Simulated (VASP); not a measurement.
Wanted: the native input for a VASP 6.6.1 run.

```yaml
Task: relaxation of cell and atoms
Functional: PBE
Potentials_or_basis: VASP PAW PBE potentials, release 64 (Sn_d, Se)
Cutoff: 600 eV
k_mesh: 10 × 10 × 10
Occupations: gaussian, width 0.1 eV
Spin: no spin polarisation
Dipole_correction: no
Further_INCAR_settings: ALGO = Normal; EDIFF = 1e-06; IBRION = 2; EDIFFG = -0.01; NSW = 100; ISIF = 3
```

The structure of Sn3Se lies in POSCAR:

```
Sn3Se
1.0
    4.7527258473      0.0000000000      0.0000000000
    0.0000000000      4.7527258473      0.0000000000
    0.0000000000      0.0000000000      4.7527258473
Sn Se
3 1
Direct
    0.0000000000      0.5000000000      0.5000000000
    0.5000000000      0.0000000000      0.5000000000
    0.5000000000      0.5000000000      0.0000000000
    0.0000000000      0.0000000000      0.0000000000
```

The input as run:

INCAR

```
SYSTEM = Sn3Se
ALGO = Normal ; EDIFF = 1E-6
EDIFFG = -0.01 ; ENCUT = 600
GGA = PE ; IBRION = 2
ISIF = 3 ; ISMEAR = 0
LASPH = .True. ; LCHARG = .False.
LREAL = .False. ; LWAVE = .False.
NELM = 100 ; NSW = 100
PREC = Accurate ; SIGMA = 0.1
```

KPOINTS

```
k-points
0
Gamma
  10 10 10
  0 0 0
```

Potentials or basis: VASP PAW PBE potentials, release 64 (Sn_d, Se).

Command:

```bash
$ cat potpaw_PBE.64/Sn_d/POTCAR potpaw_PBE.64/Se/POTCAR > POTCAR
$ mpirun -np 1 vasp_std > vasp.out
```

Results of the run:

```
Pressure after relaxing : 0.0 GPa
Band gap on the k mesh  : zero (bands 24 and 25 overlap by 2.43 eV)
```

Caveat: the relaxation stopped at its first step, so nothing moved; spin-orbit coupling is left out, which moves the levels of the heavy elements.

Run time: 3 min on 1 thread of Intel(R) Xeon(R) Platinum 8488C (Sapphire Rapids) (shared host), peak memory 0.35 GiB.
